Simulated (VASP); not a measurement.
A run of VASP 6.6.1:

File INCAR:

```
PREC = Accurate ; ENCUT = 520
EDIFF = 1E-6 ; ISMEAR = -1
SIGMA = 0.15 ; LREAL = False
LASPH = True ; NELM = 150
ALGO = Normal ; ISIF = 2
LWAVE = False ; LCHARG = False
ISPIN = 2 ; MAGMOM = 1.5 1.5
LORBIT = 11 ; LMAXMIX = 4
GGA = PS ; NBANDS = 21
```

The input KPOINTS:

```
regular mesh
0
Gamma
  14 14 8
```

The input POSCAR:

```
Ni
1.0
    2.4524766715      0.0000000000      0.0000000000
   -1.2262383358      2.1239070997      0.0000000000
    0.0000000000      0.0000000000      4.0119526909
Ni
2
Direct
    0.3333333127      0.6666666873      0.2500000000
    0.6666666873      0.3333333127      0.7500000000
```

Potentials or basis: VASP PAW PBE potentials, release 64 (Ni).

Command:

```sh
$ cat potpaw_PBE.64/Ni/POTCAR > POTCAR
$ mpirun -np 1 vasp_std > vasp.out
```

Hardware: 1 thread of Intel Xeon 8259CL, with other jobs on the host.

**Question.** Estimate the wall time of this run.

**Answer.** Wall time 120 s on 1 thread of Intel Xeon 8259CL, on a shared host, peak memory 0.19 GiB. Counts: scf iterations 13, k points 120.
